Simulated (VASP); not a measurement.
Write the native input for VASP 6.6.1 that does the following.

```
Task                   : single point
Functional             : PBE
Potentials or basis    : VASP PAW PBE potentials, release 64 (Ge_d, N)
Cutoff                 : 520 eV
k mesh                 : 2 × 2 × 2
Occupations            : fermi-dirac, width 0.05 eV
Spin                   : no spin polarisation
Dipole correction      : no
Further INCAR settings : LREAL = Auto; ALGO = Normal; EDIFF = 1e-07; NBANDS = 128
```

The structure of Ge16N (a cell with a defect) lies in POSCAR:

```
Ge16N
1.0
    0.0000000000      5.6600000000      5.6600000000
    5.6600000000      0.0000000000      5.6600000000
    5.6600000000      5.6600000000      0.0000000000
Ge N
16 1
Direct
   -0.0366254417     -0.0117491166      0.0678091873
    0.1338339223      0.2018904594      0.0441696113
    0.0744081272     -0.0562279152      0.4170583039
    0.0925971731      0.0949823322      0.6909187279
   -0.1030742049      0.5558127208      0.0353710247
    0.1161484099      0.5607773852      0.1693992933
    0.0016254417      0.4769964664      0.5363427562
    0.1484098940      0.5574911661      0.6707773852
    0.5440901060     -0.0065282686     -0.0253798587
    0.5911130742      0.1639929329      0.1150353357
    0.4565724382      0.0506007067      0.5114310954
    0.6934452297      0.1217667845      0.5683038869
    0.4849204947      0.5201325088     -0.0582067138
    0.4768374558      0.6527031802      0.1972614841
    0.5322438163      0.4744699647      0.5332862191
    0.6388250883      0.7020406360      0.5823056537
    1.0858215548      0.7786130742      0.2760159011
```

These files were run (other wordings do the same):

INCAR

```
PREC = Accurate
ENCUT = 520
EDIFF = 1E-7
ISMEAR = -1
SIGMA = 0.05
LREAL = Auto
LASPH = True
NELM = 100
ALGO = Normal
ISIF = 2
LWAVE = False
LCHARG = False
GGA = PE
NBANDS = 128
```

KPOINTS

```
Automatic mesh
0
Gamma
  2 2 2
```

Potentials or basis: VASP PAW PBE potentials, release 64 (Ge_d, N).

Run with:

```bash
$ cat potpaw_PBE.64/Ge_d/POTCAR potpaw_PBE.64/N/POTCAR > POTCAR
$ mpirun -np 1 vasp_std > vasp.out
```

It gave:

- Pressure: 3.4 GPa
- Largest force: 2.197 eV/Å
- Band gap on the k mesh: zero (an odd number of electrons rules out a gap without spin polarisation)

Caveat: the k points lie up to 0.48 Å⁻¹ apart, too coarse for converged energies and pressures of a metal.

Run time: 22 min on 1 thread of Intel(R) Xeon(R) Platinum 8488C (Sapphire Rapids) (shared host), peak memory 0.61 GiB.
